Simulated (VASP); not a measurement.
# Rh (P6_3/mmc) in VASP: further runs, part 2 of 2

VASP 6.6.1.

**3. Single point, RPBE (volume scaled by 1.08)**

Contents of INCAR:

```
  PREC = Accurate
  ENCUT = 520
  EDIFF = 1E-7
  ISMEAR = -1
  SIGMA = 0.1
  LREAL = F
  LASPH = T
  NELM = 100
  ALGO = Normal
  ISIF = 2
  LWAVE = F
  LCHARG = T
  GGA = RP
  LELF = T
  LVHAR = T
  NBANDS = 22
```

Contents of KPOINTS:

```
regular mesh
0
Gamma
  15 15 8
```

Contents of POSCAR:

```
Rh
1.0
    2.8141685585      0.0000000000      0.0000000000
   -1.4070842792      2.4371414623      0.0000000000
    0.0000000000      0.0000000000      4.5331440040
Rh
2
Direct
    0.3333333333      0.6666666667      0.2500000000
    0.6666666667      0.3333333333      0.7500000000
```

Potentials or basis: VASP PAW PBE potentials, release 64 (Rh_pv).

Launch:

```sh
$ cat potpaw_PBE.64/Rh_pv/POTCAR > POTCAR
$ mpirun -np 1 vasp_std > vasp.out
```

OUTCAR:

```text
PREC = Accurate
   ENCUT = 520
   EDIFF = 1E-7
   ISMEAR = -1
   LREAL = F
   LASPH = T
   NELM = 100
   ISIF = 2
   GGA = RP

 ion  position               nearest neighbor table
   1  0.333  0.667  0.250-   2 2.79   2 2.79   2 2.79   2 2.79   2 2.79   2 2.79
   2  0.667  0.333  0.750-   1 2.79   1 2.79   1 2.79   1 2.79   1 2.79   1 2.79

  LATTYP: Found a hexagonal cell.
 ALAT       =     2.8141685585
 C/A-ratio  =     1.6108288860

  Lattice vectors:

 A1 = (   2.8141685585,   0.0000000000,   0.0000000000)
 A2 = (  -1.4070842792,   2.4371414623,   0.0000000000)
 A3 = (   0.0000000000,   0.0000000000,   4.5331440040)

Analysis of symmetry for initial positions (statically):
=====================================================================
 Subroutine PRICEL returns:
 Original cell was already a primitive cell.

 Routine SETGRP: Setting up the symmetry group for a
 hexagonal supercell.

 Subroutine GETGRP returns: Found 24 space group operations
 (whereof 12 operations were pure point group operations)
 out of a pool of 24 trial point group operations.

The static configuration has the point symmetry D_3d.
 The point group associated with its full space group is D_6h.

Analysis of symmetry for dynamics (positions and initial velocities):
=====================================================================
 Subroutine PRICEL returns:
 Original cell was already a primitive cell.

 Routine SETGRP: Setting up the symmetry group for a
 hexagonal supercell.

 Subroutine GETGRP returns: Found 24 space group operations
 (whereof 12 operations were pure point group operations)
 out of a pool of 24 trial point group operations.

The dynamic configuration has the point symmetry D_3d.
 The point group associated with its full space group is D_6h.

 Subroutine INISYM returns: Found 24 space group operations
 (whereof 12 operations are pure point group operations),
[... 110 lines left out ...]
   EFERMI =   0.00;   METHOD = LEGACY
   ISMEAR =    -1;   SIGMA  =   0.10  broadening in eV -4-tet -1-fermi 0-gaus
   EFERMI_NEDOS =   21; number of points for ismear=-14 and -15
   IALGO  =     38    algorithm
   IMIX   =      4    mixing-type and parameters
     AMIX     =   0.40;   BMIX     =  1.00
     AMIX_MAG =   1.60;   BMIX_MAG =  1.00
  volume/ion in A,a.u.               =      15.55       104.91
  Fermi-wavevector in a.u.,A,eV,Ry     =   1.617727  3.057060 35.606982  2.617039
  Thomas-Fermi vector in A             =   2.712105
   LORBIT       =      0    0 simple, 1 ext, 2 COOP (PROOUT), +10 PAW based schemes
   GGA     = RP    functional components
   LHFCALC =     F    Hartree Fock is set to
   AEXX    =    0.0000 exact exchange contribution
   IVDW    =     0    specifies the selected vdW correction
   LEPSILON=     F    determine dielectric tensor
   LRPA    =     F    only Hartree local field effects (RPA)
 non-spin polarized calculation
  energy-cutoff  :      520.00
  volume of cell :       31.09
 maximum number of plane-waves:       848
 NGX is ok and might be reduce to    24
   NGX = 11   NGY = 11   NGZ = 17

 number of electron      29.9999992 magnetization

 Free energy of the ion-electron system (eV)
  ---------------------------------------------------
  ext. energy  EPLUGINS =         0.00000000
  ---------------------------------------------------
  free energy    TOTEN  =       -13.10760033 eV

  energy without entropy =      -12.97218344  energy(sigma->0) =      -13.03989188

 E-fermi :   9.9433     XC(G=0): -13.1445

 val. band max:        9.9291194377   @ k =   0.1333   0.0000   0.5000
 cond. band min:       9.9459083287   @ k =   0.4000   0.2000   0.2500
 fundamental gap:      0.0167888910
 Fermi energy:         9.9433378793

 k-point     1 :       0.0000    0.0000    0.0000
  band No.  band energies     occupation
      1     -36.7702      2.00000
      2     -36.3383      2.00000
      3     -36.3383      2.00000
      4     -36.2791      2.00000
      5     -36.2654      2.00000
      6     -36.2654      2.00000
[... 589 lines left out ...]
     21      21.3159      0.00000
     22      23.3229      0.00000

 [... further k-points ...]

------------------------ aborting loop because EDIFF is reached ----------------------------------------

  FORCE on cell =-STRESS in cart. coord.  units (eV):
  Direction    XX          YY          ZZ          XY          YZ          ZX
  --------------------------------------------------------------------------------------
  -------------------------------------------------------------------------------------
  Total       -2.7686171     -2.7686171     -2.8969521     -0.0000000     -0.0000000      0.0000000
  in kB     -142.6734350   -142.6734350   -149.2868458     -0.0000000     -0.0000000      0.0000000
  external PRESSURE =    -144.8779053 kB  Pullay stress =       0.0000000 kB

 VOLUME and BASIS-vectors are now :
 -----------------------------------------------------------------------------
  energy-cutoff  :      520.00
  volume of cell :       31.09
      direct lattice vectors                 reciprocal lattice vectors
     2.814168559  0.000000000  0.000000000     0.355344742  0.205158382  0.000000000
    -1.407084279  2.437141462  0.000000000     0.000000000  0.410316765  0.000000000
     0.000000000  0.000000000  4.533144004     0.000000000  0.000000000  0.220597448

 POSITION                                       TOTAL-FORCE (eV/Angst)
 -----------------------------------------------------------------------------------
     -0.00000      1.62476      1.13329         0.000000     -0.000000      0.000000
      1.40708      0.81238      3.39986        -0.000000      0.000000      0.000000
 -----------------------------------------------------------------------------------
    total drift:                               -0.000000      0.000000     -0.000000

  FREE ENERGIE OF THE ION-ELECTRON SYSTEM (eV)
  ---------------------------------------------------
  free  energy   TOTEN  =       -13.1076003252 eV

  energy  without entropy=      -12.9721834432  energy(sigma->0) =      -13.03989188
```

OSZICAR:

```text
N       E                     dE             d eps       ncg     rms          rms(c)
DAV:   1     0.326264276481E+03    0.32626E+03   -0.19147E+04  5996   0.155E+03
DAV:   2    -0.699298002738E+01   -0.33326E+03   -0.32169E+03  6138   0.465E+02
DAV:   3    -0.139165639432E+02   -0.69236E+01   -0.68789E+01  6918   0.757E+01
DAV:   4    -0.139629209525E+02   -0.46357E-01   -0.46353E-01  6738   0.626E+00
DAV:   5    -0.139636484772E+02   -0.72752E-03   -0.72752E-03  6960   0.816E-01    0.103E+01
DAV:   6    -0.131230055638E+02    0.84064E+00   -0.22171E+00  6558   0.155E+01    0.355E+00
DAV:   7    -0.131107748597E+02    0.12231E-01   -0.20515E-02  6630   0.118E+00    0.191E+00
DAV:   8    -0.131077108702E+02    0.30640E-02   -0.48966E-03  6366   0.801E-01    0.175E-01
DAV:   9    -0.131075930795E+02    0.11779E-03   -0.12004E-04  7068   0.118E-01    0.243E-02
DAV:  10    -0.131076011614E+02   -0.80819E-05   -0.13591E-05  6438   0.383E-02    0.486E-03
DAV:  11    -0.131076007862E+02    0.37512E-06   -0.45738E-07  7086   0.634E-03    0.265E-03
DAV:  12    -0.131076002387E+02    0.54753E-06   -0.46734E-08  3678   0.232E-03    0.483E-04
DAV:  13    -0.131076003252E+02   -0.86491E-07   -0.25856E-09  3360   0.467E-04
   1 F= -.13107600E+02 E0= -.13039892E+02  d E =-.135417E+00
```

It took 27 s on 1 thread of Intel Xeon 6975P-C (Granite Rapids), shared host; peak memory 0.2 GiB.

What came out:

```yaml
Free_energy: -13.1076 eV
Pressure: -14.5 GPa
Band_gap_on_the_k_mesh: zero (band 15 reaches 10.46 eV, above the bottom of band 16 at 8.57 eV)
```

Levels at points of the mesh, in eV from the Fermi level:
```
           k point  band 11  band 12  band 13  band 14  band 15  band 16  band 17  band 18  band 19  band 20
(0.00, 0.00, 0.00)    -2.47    -2.04    -2.04    -1.58    -1.58     0.12     0.12     0.96     7.60    15.80
(0.00, 0.00, 0.50)    -2.58    -2.58    -2.58    -2.58    -0.36    -0.36    -0.36    -0.36    14.24    14.24
```

Caveat: the cell differs from its parent crystal (volume scaled by 1.08); the PAW data sets were made with another functional, which shifts forces and pressure a little.

**4. Single point, RPBE (volume scaled by 1.12)**

Contents of INCAR:

```
SYSTEM = Rh
PREC     = Accurate       ! precision mode
ENCUT    = 520            ! plane-wave cutoff, eV
EDIFF    = 1E-6           ! SCF threshold, eV
ISMEAR   = -1             ! smearing method
SIGMA    = 0.1            ! smearing width, eV
LREAL    = .False.        ! projectors in reciprocal space
LASPH    = .True.         ! aspherical terms in the spheres
NELM     = 60             ! most SCF steps
ALGO     = Normal         ! electronic algorithm
ISIF     = 2              ! what is computed and relaxed
LWAVE    = .False.        ! write WAVECAR
LCHARG   = .False.        ! write CHGCAR
GGA      = RP             ! functional
NBANDS   = 22             ! bands
```

Contents of KPOINTS:

```
regular mesh
0
Gamma
  15 15 8
  0 0 0
```

Contents of POSCAR:

```
Rh
1.0
    2.8484910700      0.0000000000      0.0000000000
   -1.4242455350      2.4668656291      0.0000000000
    0.0000000000      0.0000000000      4.5884316968
Rh
2
Direct
    0.3333333333      0.6666666667      0.2500000000
    0.6666666667      0.3333333333      0.7500000000
```

Launch:

```sh
$ cat potpaw_PBE.64/Rh_pv/POTCAR > POTCAR
$ mpirun -np 1 vasp_std > vasp.out
```

Wall time 24 s (1 thread of Intel Xeon 6975P-C (Granite Rapids), shared host); peak memory 0.2 GiB.

Results (log left out):

```yaml
Free_energy: -12.9858 eV
Pressure: -19.4 GPa
Band_gap_on_the_k_mesh: zero (band 15 reaches 9.85 eV, above the bottom of band 16 at 8.07 eV)
```

Stress tensor (GPa, compression positive):
```
-19.14   0.00   0.00
  0.00 -19.14   0.00
  0.00   0.00 -19.94
```

Levels at points of the mesh, in eV from the Fermi level:
| k point | band 11 | band 12 | band 13 | band 14 | band 15 | band 16 | band 17 | band 18 | band 19 | band 20 |
| --- | --- | --- | --- | --- | --- | --- | --- | --- | --- | --- |
| (0.00, 0.00, 0.00) | -2.33 | -1.93 | -1.93 | -1.49 | -1.49 | 0.12 | 0.12 | 1.02 | 7.29 | 15.76 |
| (0.00, 0.00, 0.50) | -2.43 | -2.43 | -2.43 | -2.43 | -0.34 | -0.34 | -0.34 | -0.34 | 13.99 | 13.99 |

Caveat: the cell differs from its parent crystal (volume scaled by 1.12); the PAW data sets were made with another functional, which shifts forces and pressure a little.

**5. Relaxation of cell and atoms, RPBE**

This run uses another cell than the first one, of 13.75 Å³/atom, 0.919 times its volume.

Contents of INCAR:

```
SYSTEM = Rh
PREC     = Accurate       ! precision mode
ENCUT    = 600            ! plane-wave cutoff, eV
EDIFF    = 1E-6           ! SCF threshold, eV
ISMEAR   = -1             ! smearing method
SIGMA    = 0.1            ! smearing width, eV
LREAL    = .False.        ! projectors in reciprocal space
LASPH    = .True.         ! aspherical terms in the spheres
NELM     = 100            ! most SCF steps
ALGO     = Normal         ! electronic algorithm
ISIF     = 3              ! what is computed and relaxed
LWAVE    = .False.        ! write WAVECAR
LCHARG   = .False.        ! write CHGCAR
GGA      = RP             ! functional
IBRION   = 2              ! ionic algorithm
NSW      = 80             ! ionic steps
EDIFFG   = -0.01          ! ionic threshold
```

Contents of KPOINTS:

```
regular mesh
0
Gamma
  13 13 7
  0 0 0
```

Contents of POSCAR:

```
Rh
1.0
    2.6891940459      0.0000000000      0.0000000000
   -1.3445970229      2.3289103594      0.0000000000
    0.0000000000      0.0000000000      4.3914538769
Rh
2
Direct
    0.3333333333      0.6666666667      0.2500000000
    0.6666666667      0.3333333333      0.7500000000
```

Potentials or basis: VASP PAW PBE potentials, release 64 (Rh_pv).

Launch:

```sh
$ cat potpaw_PBE.64/Rh_pv/POTCAR > POTCAR
$ mpirun -np 1 vasp_std > vasp.out
```

OUTCAR:

```text
SYSTEM = Rh
   PREC = Accurate
   ENCUT = 600
   EDIFF = 1E-6
   ISMEAR = -1
   LREAL = .False.
   LASPH = .True.
   NELM = 100
   ISIF = 3
   GGA = RP
   IBRION = 2
   NSW = 80
   EDIFFG = -0.01

 ion  position               nearest neighbor table
   1  0.333  0.667  0.250-   2 2.69   2 2.69   2 2.69   2 2.69   2 2.69   2 2.69
   2  0.667  0.333  0.750-   1 2.69   1 2.69   1 2.69   1 2.69   1 2.69   1 2.69

  LATTYP: Found a hexagonal cell.
 ALAT       =     2.6891940459
 C/A-ratio  =     1.6330000000

  Lattice vectors:

 A1 = (   2.6891940459,   0.0000000000,   0.0000000000)
 A2 = (  -1.3445970229,   2.3289103594,   0.0000000000)
 A3 = (   0.0000000000,   0.0000000000,   4.3914538769)

Analysis of symmetry for initial positions (statically):
=====================================================================
 Subroutine PRICEL returns:
 Original cell was already a primitive cell.

[... 815 lines left out ...]
[... ionic steps 4 to 10 ...]

--------------------------------------- Ionic step       11  -------------------------------------------

 number of electron      30.0000002 magnetization

------------------------ aborting loop because EDIFF is reached ----------------------------------------
[... 67 lines left out ...]
--------------------------------------- Ionic step       13  -------------------------------------------

 number of electron      30.0000002 magnetization

 Free energy of the ion-electron system (eV)
  ---------------------------------------------------
  ext. energy  EPLUGINS =         0.00000000
  ---------------------------------------------------
  free energy    TOTEN  =       -13.21744978 eV

  energy without entropy =      -13.09606102  energy(sigma->0) =      -13.15675540

 E-fermi :  11.2606     XC(G=0): -13.6342

 val. band max:       11.2591264945   @ k =   0.3846   0.1538   0.0000
 cond. band min:      11.2623293238   @ k =   0.3846   0.0000   0.2857
 fundamental gap:      0.0032028293
 Fermi energy:        11.2605706696

 k-point     1 :       0.0000    0.0000    0.0000
  band No.  band energies     occupation
      1     -35.7649      2.00000
      2     -35.1980      2.00000
      3     -35.1980      2.00000
      4     -35.1208      2.00000
      5     -35.1040      2.00000
      6     -35.1040      2.00000
[... 548 lines left out ...]
  FREE ENERGIE OF THE ION-ELECTRON SYSTEM (eV)
  ---------------------------------------------------
  free  energy   TOTEN  =       -13.2174497806 eV

  energy  without entropy=      -13.0960610205  energy(sigma->0) =      -13.15675540

 reached required accuracy - stopping structural energy minimisation
```

OSZICAR:

```text
N       E                     dE             d eps       ncg     rms          rms(c)
DAV:   1     0.349485950776E+03    0.34949E+03   -0.21313E+04  3200   0.204E+03
DAV:   2    -0.554862153542E+01   -0.35503E+03   -0.34620E+03  3310   0.555E+02
DAV:   3    -0.139511831841E+02   -0.84026E+01   -0.81407E+01  3460   0.928E+01
[... 90 lines left out ...]
DAV:   1    -0.132186392756E+02   -0.12326E-02   -0.20142E-02  3276   0.176E+00    0.238E-01
DAV:   2    -0.132174381042E+02    0.12012E-02   -0.39667E-03  3273   0.682E-01    0.423E-02
DAV:   3    -0.132174388711E+02   -0.76693E-06   -0.45582E-05  3351   0.592E-02    0.253E-02
DAV:   4    -0.132174501110E+02   -0.11240E-04   -0.11129E-05  3342   0.371E-02    0.254E-03
DAV:   5    -0.132174497806E+02    0.33034E-06   -0.62771E-07  1779   0.917E-03
  13 F= -.13217450E+02 E0= -.13156755E+02  d E =-.138182E-04
```

Wall time 97 s (1 thread of Intel Xeon 6975P-C (Granite Rapids), shared host); peak memory 0.19 GiB.

What came out:

```
Free energy                            : -13.2174 eV
Relaxed volume                         : 14.39 Å³/atom
Relaxed cell                           : a = 2.743 Å, b = 2.743 Å, c = 4.419 Å, α = 90.00°, β = 90.00°, γ = 120.00°
Space group after relaxing (to 0.05 Å) : P6_3/mmc (No. 194)
Energy gained by relaxing              : 23.9 meV/atom
Ionic steps                            : 13
Pressure after relaxing                : 0.0 GPa
Band gap on the k mesh                 : zero (band 15 reaches 11.84 eV, above the bottom of band 16 at 9.69 eV)
```

The path:
| step | energy change (eV) | largest force (eV/Å) | pressure (GPa) | volume (Å³) |
| --- | --- | --- | --- | --- |
| 1 | 0.0000 | 0.0000 | 11.91 | 27.50 |
| 2 | 0.1350 | 0.0000 | -17.63 | 31.78 |
| 3 | -0.0466 | 0.0000 | -0.47 | 28.84 |
| 4 | -0.0467 | 0.0000 | -0.16 | 28.81 |
| 5 | -0.0467 | 0.0000 | 0.04 | 28.78 |
| 6 | -0.0478 | 0.0000 | 0.17 | 28.76 |
| 7 | -0.0479 | 0.0000 | 0.17 | 28.76 |
| 8 | -0.0478 | 0.0000 | 0.23 | 28.76 |
| 9 | -0.0479 | 0.0000 | 0.20 | 28.76 |
| 10 | -0.0479 | 0.0000 | 0.20 | 28.76 |
| 11 | -0.0479 | 0.0000 | 0.19 | 28.76 |
| 12 | -0.0478 | 0.0000 | -0.38 | 28.83 |
| 13 | -0.0479 | 0.0000 | 0.02 | 28.79 |

Final structure:
```cif
data_structure
_symmetry_space_group_name_H-M 'P 1'
_symmetry_Int_Tables_number 1
_cell_length_a 2.7426
_cell_length_b 2.7426
_cell_length_c 4.4192
_cell_angle_alpha 90.000
_cell_angle_beta 90.000
_cell_angle_gamma 120.000
_cell_volume 28.79
loop_
_atom_site_label
_atom_site_type_symbol
_atom_site_fract_x
_atom_site_fract_y
_atom_site_fract_z
_atom_site_occupancy
Rh1 Rh 0.33333 0.66667 0.25000 1
Rh2 Rh 0.66667 0.33333 0.75000 1
```

Caveat: the PAW data sets were made with another functional, which shifts forces and pressure a little.

**6. Single point, RPBE**

This run uses another cell than the first one, of 14.39 Å³/atom, 0.962 times its volume.

Contents of INCAR:

```
PREC = Accurate
ENCUT = 520
EDIFF = 1E-7
ISMEAR = -1
SIGMA = 0.1
LREAL = False
LASPH = True
NELM = 60
ALGO = Normal
ISIF = 2
LWAVE = False
LCHARG = False
GGA = RP
NBANDS = 22
```

Contents of KPOINTS:

```
Automatic mesh
0
Gamma
  22 22 12
```

Contents of POSCAR:

```
Rh
1.0
    2.7428929278      0.0000000000      0.0000000000
   -1.3714464639      2.3754149554      0.0000000000
    0.0000000000      0.0000000000      4.4183311592
Rh
2
Direct
    0.3333333333      0.6666666667      0.2500000000
    0.6666666667      0.3333333333      0.7500000000
```

Potentials or basis: VASP PAW PBE potentials, release 64 (Rh_pv).

Launch:

```sh
$ cat potpaw_PBE.64/Rh_pv/POTCAR > POTCAR
$ mpirun -np 1 vasp_std > vasp.out
```

Run time: 67 s. Hardware: 1 thread of Intel Xeon 6975P-C (Granite Rapids), shared host; peak memory 0.28 GiB.

It converged, with:

| Quantity | Value |
| --- | --- |
| Free energy | -13.2185 eV |
| Pressure | 0.1 GPa |
| Band gap on the k mesh | zero (band 15 reaches 11.84 eV, above the bottom of band 16 at 9.65 eV) |

Stress tensor (GPa, compression positive):
```
0.07 0.00 0.00
0.00 0.07 0.00
0.00 0.00 0.20
```

Levels at points of the mesh, in eV from the Fermi level:
```tsv
k point	band 12	band 13	band 14	band 15	band 16	band 17	band 18	band 19
(0.00, 0.00, 0.00)	-2.32	-2.32	-1.79	-1.79	0.13	0.13	0.85	8.28
(0.50, 0.00, 0.00)	-2.06	-2.00	0.38	0.59	0.66	2.90	4.93	10.08
(0.00, 0.00, 0.50)	-2.92	-2.92	-2.92	-0.40	-0.40	-0.40	-0.40	14.69
(0.50, 0.00, 0.50)	-1.56	-0.26	-0.26	0.55	0.55	2.64	2.64	8.94
```

Caveat: the PAW data sets were made with another functional, which shifts forces and pressure a little.

**7. The runs side by side**

```tsv
task	cell	k mesh	cutoff (eV)	gap on the mesh (eV)	pressure (GPa)
single point	a = 2.779, b = 2.779, c = 4.476 Å, angles 90.0, 90.0, 120.0°, 2 atoms	15 × 15 × 8	520	none	-8.2
single point	a = 2.814, b = 2.814, c = 4.533 Å, angles 90.0, 90.0, 120.0°, 2 atoms	15 × 15 × 8	520	none	-14.5
single point	a = 2.848, b = 2.848, c = 4.588 Å, angles 90.0, 90.0, 120.0°, 2 atoms	15 × 15 × 8	520	none	-19.4
relaxation of cell and atoms	relaxed from a = 2.689, b = 2.689, c = 4.391 Å, angles 90.0, 90.0, 120.0°, 2 atoms	13 × 13 × 7	600	none	0.0
single point	a = 2.743, b = 2.743, c = 4.418 Å, angles 90.0, 90.0, 120.0°, 2 atoms	22 × 22 × 12	520	none	0.1
```

Alike in all rows: level RPBE; potentials or basis VASP PAW PBE potentials, release 64 (Rh_pv); no spin polarisation; smearing fermi-dirac 0.1 eV.

Caveats: the PAW data sets were made with another functional, which shifts forces and pressure a little.

Total energies depend on the potentials used, so only differences within one code and one set of settings carry meaning.
